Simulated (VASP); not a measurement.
Wanted: the native input for a VASP 6.6.1 run.

* Task: single point
* Functional: PBEsol
* Potentials or basis: VASP PAW PBE potentials, release 64 (Pd)
* Cutoff: 520 eV
* k mesh: 20 × 20 × 20
* Occupations: gaussian, width 0.15 eV
* Spin: no spin polarisation
* Dipole correction: no
* Further INCAR settings: ALGO = Normal; EDIFF = 1e-06; NBANDS = 11

The structure of Pd lies in POSCAR:

```
Pd
1.0
    0.0000000000      1.8476550000      1.8476550000
    1.8476550000      0.0000000000      1.8476550000
    1.8476550000      1.8476550000      0.0000000000
Pd
1
Direct
    0.0000000000      0.0000000000      0.0000000000
```

This cell differs from its parent crystal: strain -0.050 along x and y, -0.050 along z.

The input as run:

INCAR

```
PREC = Accurate ; ENCUT = 520
EDIFF = 1E-6 ; ISMEAR = 0
SIGMA = 0.15 ; LREAL = False
LASPH = True ; NELM = 80
ALGO = Normal ; ISIF = 2
LWAVE = False ; LCHARG = False
GGA = PS ; NBANDS = 11
```

KPOINTS

```
regular mesh
0
Gamma
  20 20 20
```

Potentials or basis: VASP PAW PBE potentials, release 64 (Pd).

Run with:

```sh
$ cat potpaw_PBE.64/Pd/POTCAR > POTCAR
$ mpirun -np 1 vasp_std > vasp.out
```

Results of the run:

```json
{
  "Pressure": "42.3 GPa",
  "Band gap on the k mesh": "zero (band 5 reaches 12.93 eV, above the bottom of band 6 at 10.85 eV)"
}
```

Caveat: the cell differs from its parent crystal (strain -0.050 along x and y, -0.050 along z); the PAW data sets were made with another functional, which shifts forces and pressure a little.

Run time: 14 s on 1 thread of Intel(R) Xeon(R) Platinum 8488C (Sapphire Rapids), with other jobs on the host, peak memory 0.15 GiB.
